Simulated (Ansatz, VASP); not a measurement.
**BiB: VASP beside Ansatz**

File POSCAR:

```
BiB
1.0
    0.0000000000      2.7448744688      2.7448744688
    2.7448744688      0.0000000000      2.7448744688
    2.7448744688      2.7448744688      0.0000000000
B Bi
1 1
Direct
    0.0000000000      0.0000000000      0.0000000000
    0.2500000000      0.2500000000      0.2500000000
```

INCAR.step1

```
PREC     = Accurate       # precision mode
ENCUT    = 520            # plane-wave cutoff, eV
ISMEAR   = 0              # smearing method
SIGMA    = 0.01           # smearing width, eV
LREAL    = F              # projectors in reciprocal space
LASPH    = T              # aspherical terms in the spheres
NELM     = 100            # most SCF steps
NBANDS   = 16             # bands
GGA      = PE             # functional
ALGO     = Normal         # electronic algorithm
EDIFF    = 1E-4           # SCF threshold, eV
LWAVE    = T              # write WAVECAR
LCHARG   = F              # write CHGCAR
```

Contents of INCAR.step2:

```
PREC     = Accurate       # precision mode
ENCUT    = 520            # plane-wave cutoff, eV
EDIFF    = 1E-6           # SCF threshold, eV
ISMEAR   = 0              # smearing method
SIGMA    = 0.01           # smearing width, eV
LREAL    = F              # projectors in reciprocal space
LASPH    = T              # aspherical terms in the spheres
NELM     = 100            # most SCF steps
ALGO     = Normal         # electronic algorithm
ISIF     = 2              # what is computed and relaxed
LWAVE    = F              # write WAVECAR
LCHARG   = T              # write CHGCAR
METAGGA  = R2SCAN         # meta-GGA
LMIXTAU  = T            
LELF     = T              # ELF
LVHAR    = T            
NBANDS   = 16             # bands
ISTART   = 1
```

Contents of KPOINTS:

```
regular mesh
0
Gamma
  6 6 6
```

Input for Ansatz:

```yaml
crystal:
  lattice:
    - [0.0, 2.7448744688, 2.7448744688]
    - [2.7448744688, 0.0, 2.7448744688]
    - [2.7448744688, 2.7448744688, 0.0]
  atoms:
    - { symbol: B, position: [0.0, 0.0, 0.0] }
    - { symbol: Bi, position: [0.25, 0.25, 0.25] }
kpoints:
  mp_grid: { grid: [6, 6, 6] }
hamiltonian:
  xc: r2scan
scf:
  occupations: { method: fixed }
output:
  optics:
    e_range: [0, 12]
    de: 0.05
    sigma: 0.1
    bands: { spectra_wanted_up_to: 12 }
```

Alike in both runs: task single point; functional r2SCAN; k mesh 6 × 6 × 6; no spin polarisation.

|  | VASP | Ansatz |
| --- | --- | --- |
| version | VASP 6.6.1 | Ansatz 0.2.0 |
| potentials or method | VASP PAW PBE potentials, release 64 (B, Bi_d) | plane waves, PAW |
| plane-wave cutoff (eV) | 520 | 500 |
| occupations | gaussian, width 0.01 eV | fixed |
| valence electrons in the cell | 18 | 18 |

|  | VASP | Ansatz | Ansatz less VASP |
| --- | --- | --- | --- |
| gap on the k mesh at the Fermi level (eV) | 0.39 | 0.39 | -0.004 |

VASP's potentials were made for PBE, not for r2SCAN.

Spin-orbit coupling is off throughout.
